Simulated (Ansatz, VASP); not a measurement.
Two plane-wave programs on C

INCAR

```
SYSTEM = C
ALGO     = Normal         ! electronic algorithm
DIPOL    = 0.5 0.5 0.352
EDIFF    = 1E-7           ! SCF threshold, eV
ENCUT    = 520            ! plane-wave cutoff, eV
GGA      = PE             ! functional
IDIPOL   = 3            
ISIF     = 2              ! what is computed and relaxed
ISMEAR   = 0              ! smearing method
IVDW     = 12             ! dispersion correction
LASPH    = .True.         ! aspherical terms in the spheres
LCHARG   = .False.        ! write CHGCAR
LDIPOL   = .True.       
LREAL    = .False.        ! projectors in reciprocal space
LWAVE    = .False.        ! write WAVECAR
NBANDS   = 16             ! bands
NELM     = 60             ! most SCF steps
PREC     = Accurate       ! precision mode
SIGMA    = 0.1            ! smearing width, eV
```

Contents of KPOINTS:

```
k-points
0
Gamma
  15 15 1
  0 0 0
```

POSCAR

```
C
1.0
    2.4657189596      0.0000000000      0.0000000000
   -1.2328594798      2.1353752576      0.0000000000
    0.0000000000      0.0000000000     17.5000000000
C
4
Direct
    0.3333333333      0.6666666667      0.2571428571
    0.6666666667      0.3333333333      0.2571428571
    0.3333333333      1.1666666667      0.4462857143
    0.6666666667      0.8333333333      0.4462857143
```

Input for Ansatz:

```yaml
crystal:
  lattice:
    - [2.4657189596, 0.0, 0.0]
    - [-1.2328594798, 2.1353752576, 0.0]
    - [0.0, 0.0, 17.5]
  atoms:
    - { symbol: C, position: [0.3333333333, 0.6666666667, 0.2571428571] }
    - { symbol: C, position: [0.6666666667, 0.3333333333, 0.2571428571] }
    - { symbol: C, position: [0.3333333333, 1.1666666667, 0.4462857143] }
    - { symbol: C, position: [0.6666666667, 0.8333333333, 0.4462857143] }
basis:
  ecutwfc: 420
kpoints:
  mp_grid: { grid: [15, 15, 1] }
hamiltonian:
  xc: pbe
  dispersion: d3bj
scf:
  occupations: { method: gaussian, width: 0.1 }
output:
  forces: true
  eigenvalues: true
efield:
  axis: 3
  dipole_correction: true
  ramp_width: 0.04
```

Alike in both runs: task single point; functional PBE; dispersion D3(BJ); k mesh 15 × 15 × 1; occupations gaussian, width 0.1 eV; no spin polarisation.

```csv
,VASP,Ansatz
version,VASP 6.6.1,Ansatz 0.2.0
potentials or method,"VASP PAW PBE potentials, release 64 (C), cutoff 520 eV","scalar-relativistic, plane waves, PAW"
valence electrons in the cell,16,16
```

|  | VASP | Ansatz | Ansatz less VASP |
| --- | --- | --- | --- |
| gap on the k mesh at the Fermi level (eV) | 0.24 | 0.24 | 0.000 |
| least direct gap on the mesh (eV) | 0.24 | 0.24 | 0.000 |
| rms of the force components (eV/Å) | 0.012 | 0.012 | -0.0002 |

Atom by atom the forces differ by 0.000 eV/Å (rms over components).
